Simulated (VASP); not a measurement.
# HgH (P1) in VASP: single point with PBE

Aim: the single point of HgH with PBE.

All numbers are computed with VASP 6.6.1; they aren't measurements. Logs are shortened: lines on timing, memory, paths and dates and some standing lists are left out, and cuts for length are marked.

## Step 1: The cell of the first run

The typed cell holds 4 atoms: a = 3.706 Å, b = 8.340 Å, c = 3.708 Å, α = 92.78°, β = 118.12°, γ = 87.28°.

## Step 2: Single point, PBE

INCAR

```
  PREC = Accurate
  ENCUT = 520
  EDIFF = 1E-6
  ISMEAR = 0
  SIGMA = 0.02
  LREAL = F
  LASPH = T
  NELM = 100
  ALGO = Normal
  ISIF = 2
  LWAVE = F
  LCHARG = T
  GGA = PE
  LELF = T
  LVHAR = T
  NBANDS = 21
```

KPOINTS

```
regular mesh
0
Gamma
  8 4 8
```

POSCAR

```
HgH
1.0
    3.7036326428      0.1041355335      0.0567786335
    0.1635958509      8.3375534446     -0.0986697705
   -1.7950286290     -0.1065927907      3.2424972837
Hg H
2 2
Direct
    0.8784837391      0.2492840861      0.8690787693
    0.3737969652      0.7502674721      0.3768504424
    0.1970980154     -0.0957369040      0.5549904404
    0.5503538855      0.5961853458      0.1988129531
```

Potentials or basis: VASP PAW PBE potentials, release 64 (Hg, H).

On the command line:

```bash
> cat potpaw_PBE.64/Hg/POTCAR potpaw_PBE.64/H/POTCAR > POTCAR
> mpirun -np 1 vasp_std > vasp.out
```

OUTCAR:

```text
PREC = Accurate
   ENCUT = 520
   EDIFF = 1E-6
   ISMEAR = 0
   LREAL = F
   LASPH = T
   NELM = 100
   ISIF = 2
   GGA = PE

 ion  position               nearest neighbor table
   1  0.878  0.249  0.869-
   2  0.374  0.750  0.377-   3 1.66   4 1.66
   3  0.197  0.904  0.555-   2 1.66
   4  0.550  0.596  0.199-   2 1.66

  LATTYP: Found a triclinic cell.
 ALAT       =     3.7077322499
 B/A-ratio  =     0.9994064096
 C/A-ratio  =     2.2492837795
 COS(alpha) =     0.0475204293
 COS(beta)  =     0.0485848782
 COS(gamma) =     0.4712909570

  Lattice vectors:

 A1 = (  -1.7950286290,  -0.1065927907,   3.2424972837)
 A2 = (  -3.7036326428,  -0.1041355335,  -0.0567786335)
 A3 = (  -0.1635958509,  -8.3375534446,   0.0986697705)

Analysis of symmetry for initial positions (statically):
=====================================================================
 Subroutine PRICEL returns:
 Original cell was already a primitive cell.

 Routine SETGRP: Setting up the symmetry group for a
 triclinic supercell.

 Subroutine GETGRP returns: Found  1 space group operations
 (whereof  1 operations were pure point group operations)
 out of a pool of  2 trial point group operations.

The static configuration has the point symmetry C_1 .

Analysis of symmetry for dynamics (positions and initial velocities):
=====================================================================
 Subroutine PRICEL returns:
 Original cell was already a primitive cell.

 Routine SETGRP: Setting up the symmetry group for a
 triclinic supercell.

 Subroutine GETGRP returns: Found  1 space group operations
 (whereof  1 operations were pure point group operations)
 out of a pool of  2 trial point group operations.

The dynamic configuration has the point symmetry C_1 .

 Subroutine INISYM returns: Found  1 space group operations
 (whereof  1 operations are pure point group operations),
 and found     1 'primitive' translations

----------------------------------------------------------------------------------------

                                     Primitive cell

  volume of cell :     100.8989

  direct lattice vectors                    reciprocal lattice vectors
     3.703632643  0.104135534  0.056778634     0.267832346 -0.003501963  0.148155388
     0.163595851  8.337553445 -0.098669771    -0.003406494  0.120030481  0.002060026
    -1.795028629 -0.106592791  3.242497284    -0.004793612  0.003713871  0.305872639

  length of vectors
     3.705531376  8.339742008  3.707732250     0.306098756  0.120096479  0.305932743

  position of ions in fractional coordinates (direct lattice)
     0.878483739  0.249284086  0.869078769
     0.373796965  0.750267472  0.376850442
     0.197098015  0.904263096  0.554990440
     0.550353886  0.596185346  0.198812953

  ion indices of the primitive-cell ions
   primitive index   ion index
                 1           1
                 2           2
                 3           3
                 4           4

----------------------------------------------------------------------------------------

 KPOINTS: regular mesh

Automatic generation of k-mesh.
 Grid dimensions read from file:
 generate k-points for:    8    4    8

 Generating k-lattice:

  Cartesian coordinates                     Fractional coordinates (reciprocal lattice)
     0.033479043 -0.000437745  0.018519424     0.125000000  0.000000000 -0.000000000
    -0.000851624  0.030007620  0.000515007    -0.000000000  0.250000000 -0.000000000
    -0.000599201  0.000464234  0.038234080     0.000000000 -0.000000000  0.125000000

  Length of vectors
     0.038262344  0.030024120  0.038241593

  Shift w.r.t. Gamma in fractional coordinates (k-lattice)
     0.000000000  0.000000000  0.000000000

 Subroutine IBZKPT returns following result:
 ===========================================

 Found    132 irreducible k-points:

 Following reciprocal coordinates:
            Coordinates               Weight
  0.000000  0.000000  0.000000      1.000000
  0.125000 -0.000000  0.000000      2.000000
  0.250000 -0.000000  0.000000      2.000000
  0.375000 -0.000000  0.000000      2.000000
  0.500000 -0.000000  0.000000      1.000000
  0.000000  0.250000 -0.000000      2.000000
[... 16 lines left out ...]
  0.500000  0.000000  0.125000      2.000000
 -0.375000  0.000000  0.125000      2.000000
 [... further k-points ...]
   k-points           NKPTS =    132   k-points in BZ     NKDIM =    132   number of bands    NBANDS=     21
   number of dos      NEDOS =    301   number of ions     NIONS =      4
   total plane-waves  NPLWV =  50176
   dimension x,y,z NGX =    28 NGY =   64 NGZ =   28
   dimension x,y,z NGXF=    56 NGYF=  128 NGZF=   56
   ions per type =               2   2
   NGX,Y,Z   is equivalent  to a cutoff of  12.56, 12.76, 12.55 a.u.
   NGXF,Y,Z  is equivalent  to a cutoff of  25.12, 25.52, 25.11 a.u.
 SYSTEM =  unknown system
   PREC   = accura    normal or accurate (medium, high low for compatibility)
   ISTART =      0    job   : 0-new  1-cont  2-samecut
   ICHARG =      2    charge: 1-file 2-atom 10-const
   ISPIN  =      1    spin polarized calculation?
   LNONCOLLINEAR =      F non collinear calculations
   LSORBIT =      F    spin-orbit coupling
   LASPH  =      T    aspherical Exc in radial PAW
   ENCUT  =  520.0 eV  38.22 Ry    6.18 a.u.   6.89 15.51  6.89*2*pi/ulx,y,z
   NELM   =    100;   NELMIN=  2; NELMDL= -5     # of ELM steps
   EDIFF  = 0.1E-05   stopping-criterion for ELM
   LREAL  =      F    real-space projection
   EDIFFG = 0.1E-04   stopping-criterion for IOM
   NSW    =      0    number of steps for IOM
   IBRION =     -1    ionic relax: 0-MD 1-quasi-New 2-CG
   NFREE  =      0    steps in history (QN), initial steepest desc. (CG)
   ISIF   =      2    stress and relaxation
   ISYM   =      2    0-nonsym 1-usesym 2-fastsym
   POTIM  = 0.5000    time-step for ionic-motion
   TEBEG  =    0.0;   TEEND  =   0.0 temperature during run
   PSTRESS=    0.0 pullay stress
   NELECT =      26.0000    total number of electrons
   NUPDOWN=      -1.0000    fix difference up-down
   EMIN   =  10.00;   EMAX   =-10.00  energy-range for DOS
   EFERMI =   0.00;   METHOD = LEGACY
   ISMEAR =     0;   SIGMA  =   0.02  broadening in eV -4-tet -1-fermi 0-gaus
   EFERMI_NEDOS =   21; number of points for ismear=-14 and -15
   IALGO  =     38    algorithm
   IMIX   =      4    mixing-type and parameters
     AMIX     =   0.40;   BMIX     =  1.00
     AMIX_MAG =   1.60;   BMIX_MAG =  1.00
  volume/ion in A,a.u.               =      25.22       170.22
  Fermi-wavevector in a.u.,A,eV,Ry     =   1.041767  1.968654 14.766106  1.085278
  Thomas-Fermi vector in A             =   2.176402
   LORBIT       =      0    0 simple, 1 ext, 2 COOP (PROOUT), +10 PAW based schemes
   GGA     = PE    functional components
   LHFCALC =     F    Hartree Fock is set to
   AEXX    =    0.0000 exact exchange contribution
   IVDW    =     0    specifies the selected vdW correction
   LEPSILON=     F    determine dielectric tensor
   LRPA    =     F    only Hartree local field effects (RPA)
 non-spin polarized calculation
 Gauss-broadening in eV      SIGMA  =   0.02
  energy-cutoff  :      520.00
  volume of cell :      100.90
 maximum number of plane-waves:      2733
   NGX = 13   NGY = 31   NGZ = 13

 number of electron      25.9999996 magnetization

 Free energy of the ion-electron system (eV)
  ---------------------------------------------------
  ext. energy  EPLUGINS =         0.00000000
  ---------------------------------------------------
  free energy    TOTEN  =        -6.08579891 eV

  energy without entropy =       -6.08579891  energy(sigma->0) =       -6.08579891

 E-fermi :  -1.6916     XC(G=0):  -7.5361

 val. band max:       -1.8363303335   @ k =   0.3750  -0.0000   0.3750
 cond. band min:      -0.1785518517   @ k =   0.0000   0.5000   0.5000
 fundamental gap:      1.6577784817
 Fermi energy:        -1.6915942141

 k-point     1 :       0.0000    0.0000    0.0000
  band No.  band energies     occupation
      1      -9.8086      2.00000
      2      -8.1521      2.00000
      3      -7.9992      2.00000
      4      -7.7696      2.00000
      5      -7.6712      2.00000
      6      -7.0142      2.00000
[... 13 lines left out ...]
     20       9.6572      0.00000
     21      11.1768      0.00000

 k-point     2 :       0.1250   -0.0000    0.0000
  band No.  band energies     occupation
      1      -9.7872      2.00000
      2      -8.1126      2.00000
      3      -7.9859      2.00000
      4      -7.7350      2.00000
      5      -7.6987      2.00000
      6      -6.8948      2.00000
[... 13 lines left out ...]
     20       9.2071      0.00000
     21      10.5385      0.00000

 k-point     3 :       0.2500   -0.0000    0.0000
  band No.  band energies     occupation
      1      -9.7525      2.00000
      2      -8.1209      2.00000
      3      -7.9028      2.00000
      4      -7.7309      2.00000
      5      -7.6565      2.00000
      6      -6.5043      2.00000
[... 13 lines left out ...]
     20       8.0210      0.00000
     21       9.6597      0.00000

 k-point     4 :       0.3750   -0.0000    0.0000
  band No.  band energies     occupation
      1      -9.7374      2.00000
      2      -8.1701      2.00000
      3      -7.8906      2.00000
      4      -7.6887      2.00000
      5      -7.5665      2.00000
      6      -6.5658      2.00000
[... 13 lines left out ...]
     20       7.6064      0.00000
     21       9.0919      0.00000

 k-point     5 :       0.5000   -0.0000    0.0000
  band No.  band energies     occupation
      1      -9.7357      2.00000
      2      -8.1931      2.00000
      3      -7.9016      2.00000
      4      -7.6665      2.00000
      5      -7.5189      2.00000
      6      -6.5937      2.00000
[... 13 lines left out ...]
     20       8.4232      0.00000
     21       8.4724      0.00000

 k-point     6 :       0.0000    0.2500   -0.0000
  band No.  band energies     occupation
      1      -9.8052      2.00000
      2      -8.1520      2.00000
      3      -7.9992      2.00000
      4      -7.7693      2.00000
      5      -7.6711      2.00000
      6      -6.9900      2.00000
[... 13 lines left out ...]
     20       9.7689      0.00000
     21      11.0115      0.00000

 k-point     7 :       0.1250    0.2500    0.0000
  band No.  band energies     occupation
      1      -9.7854      2.00000
      2      -8.1125      2.00000
      3      -7.9859      2.00000
      4      -7.7350      2.00000
      5      -7.6990      2.00000
      6      -6.8681      2.00000
[... 13 lines left out ...]
     20       9.2644      0.00000
     21      10.3993      0.00000
[... 291 lines left out ...]
      1      -9.7571      2.00000
      2      -8.0463      2.00000
      3      -8.0277      2.00000
      4      -7.7653      2.00000
      5      -7.6436      2.00000
      6      -6.5669      2.00000
[... 13 lines left out ...]
     20       8.2691      0.00000
     21       9.3533      0.00000

 k-point    21 :       0.2500    0.0000    0.1250
  band No.  band energies     occupation
      1      -9.7281      2.00000
      2      -8.0867      2.00000
      3      -7.9248      2.00000
      4      -7.7993      2.00000
      5      -7.5903      2.00000
      6      -6.4633      2.00000
[... 13 lines left out ...]
     20       7.7458      0.00000
     21       8.7287      0.00000

 k-point    22 :       0.3750   -0.0000    0.1250
  band No.  band energies     occupation
      1      -9.7258      2.00000
      2      -8.1260      2.00000
      3      -7.9027      2.00000
      4      -7.7146      2.00000
      5      -7.5687      2.00000
      6      -6.5099      2.00000
[... 13 lines left out ...]
     20       8.0392      0.00000
     21       9.0433      0.00000

 k-point    23 :       0.5000    0.0000    0.1250
  band No.  band energies     occupation
      1      -9.7373      2.00000
      2      -8.1257      2.00000
      3      -7.8854      2.00000
      4      -7.6781      2.00000
      5      -7.5764      2.00000
      6      -6.5118      2.00000
[... 13 lines left out ...]
     20       8.0127      0.00000
     21       8.5753      0.00000

 k-point    24 :      -0.3750    0.0000    0.1250
  band No.  band energies     occupation
      1      -9.7475      2.00000
      2      -8.0854      2.00000
      3      -7.8583      2.00000
      4      -7.7155      2.00000
      5      -7.6311      2.00000
      6      -6.4649      2.00000
[... 13 lines left out ...]
     20       7.5989      0.00000
     21       8.2668      0.00000

 [... further k-points ...]
[... 5 lines left out ...]
  --------------------------------------------------------------------------------------
  -------------------------------------------------------------------------------------
  Total        0.0823008      0.2099058      0.0085943     -0.1452846      0.0847563     -0.0637446
  in kB        1.3068583      3.3331041      0.1364689     -2.3069807      1.3458483     -1.0122036
  external PRESSURE =       1.5921437 kB  Pullay stress =       0.0000000 kB

 VOLUME and BASIS-vectors are now :
 -----------------------------------------------------------------------------
  energy-cutoff  :      520.00
  volume of cell :      100.90
      direct lattice vectors                 reciprocal lattice vectors
     3.703632643  0.104135534  0.056778634     0.267832346 -0.003501963  0.148155388
     0.163595851  8.337553445 -0.098669771    -0.003406494  0.120030481  0.002060026
    -1.795028629 -0.106592791  3.242497284    -0.004793612  0.003713871  0.305872639

 POSITION                                       TOTAL-FORCE (eV/Angst)
 -----------------------------------------------------------------------------------
      1.73434      2.07726      2.84327        -0.000051      0.000576      0.000109
      0.83069      6.25415      1.16913        -0.000367     -0.002468      0.000094
     -0.11831      7.50071      1.72152        -0.061030      0.081534      0.035399
      1.77897      5.00685      0.61707         0.061448     -0.079642     -0.035601
 -----------------------------------------------------------------------------------
    total drift:                                0.000106     -0.000127     -0.000026

  FREE ENERGIE OF THE ION-ELECTRON SYSTEM (eV)
  ---------------------------------------------------
  free  energy   TOTEN  =        -6.0857989110 eV

  energy  without entropy=       -6.0857989110  energy(sigma->0) =       -6.08579891
```

Run time: 1.8 min. Hardware: 1 thread of Intel Xeon Platinum 8559C (Emerald Rapids), shared host; peak memory 0.37 GiB.

Results:

```yaml
Free_energy: -6.0858 eV
Pressure: 0.2 GPa
Largest_force: 0.108 eV/Å
Band_gap_on_the_k_mesh: 1.66 eV, indirect (least direct gap 2.11 eV)
```

Forces on the atoms (eV/Å):
```
Hg   0.000  0.001  0.000
Hg   0.000 -0.002  0.000
H   -0.061  0.082  0.035
H    0.061 -0.080 -0.036
```

Levels at points of the mesh, in eV from the valence-band top:
```
           k point  band 10  band 11  band 12  band 13  band 14  band 15  band 16  band 17
(0.00, 0.00, 0.00)    -4.28    -4.27    -2.99    -2.54     3.92     6.10     7.85     9.83
(0.50, 0.00, 0.00)    -4.11    -3.02    -2.11    -0.35     2.07     2.47     4.30     6.75
(0.00, 0.50, 0.00)    -4.28    -4.27    -3.62    -1.69     2.91     7.10     7.62     9.96
(0.50, 0.50, 0.00)    -4.11    -2.99    -2.13    -0.45     1.66     2.97     5.55     5.88
(0.00, 0.00, 0.50)    -4.11    -3.02    -2.11    -0.35     2.07     2.47     4.29     6.76
(0.50, 0.00, 0.50)    -4.09    -2.64    -2.57    -0.14     2.64     3.09     3.90     6.54
(0.00, 0.50, 0.50)    -4.11    -2.99    -2.13    -0.45     1.66     2.97     5.55     5.87
(0.50, 0.50, 0.50)    -4.09    -2.65    -2.51    -0.24     2.21     3.64     4.46     6.19
```

Caveat: spin-orbit coupling is left out, which moves the levels of the heavy elements. A hybrid or GW would open this gap; PBE tends to underestimate it.
